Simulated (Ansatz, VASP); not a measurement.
## One calculation of ScAl3, two programs

```
Al Sc
1.0
     4.03205    0.00000    0.00000
     0.00000    4.03205    0.00000
     0.00000    0.00000    4.03205
Al Sc
3 1
Direct
  0.00000 0.50000 0.50000
  0.50000 0.00000 0.50000
  0.50000 0.50000 0.00000
  0.00000 0.00000 0.00000
```

Alike in both runs: functional LDA; k mesh 14 × 14 × 14; occupations gaussian, width 0.1 eV; no spin polarisation.

Ansatz relaxed the structure, and its values are those at the end. VASP's run is a single point on that final structure, the one shown.

|  | VASP | Ansatz |
| --- | --- | --- |
| version | VASP 6.6.1 | Ansatz 0.2.0 |
| potentials or method | VASP PAW LDA potentials, release 64 (Al, Sc_sv) | scalar-relativistic, plane waves, PAW |
| plane-wave cutoff (eV) | 520 | 420 |
| valence electrons in the cell | 20 | 20 |

Ansatz gave:

- gap on the k mesh at the Fermi level (eV): none
- pressure (GPa): 0.0

Question: Which values does VASP return?

Answer: gap on the k mesh at the Fermi level (eV): none; pressure (GPa): 0.2.

LDA's correlation is that of Perdew and Zunger in VASP and of Perdew and Wang (1992) in Ansatz. A gap of «none» marks a metal or a gap that the smearing closes.
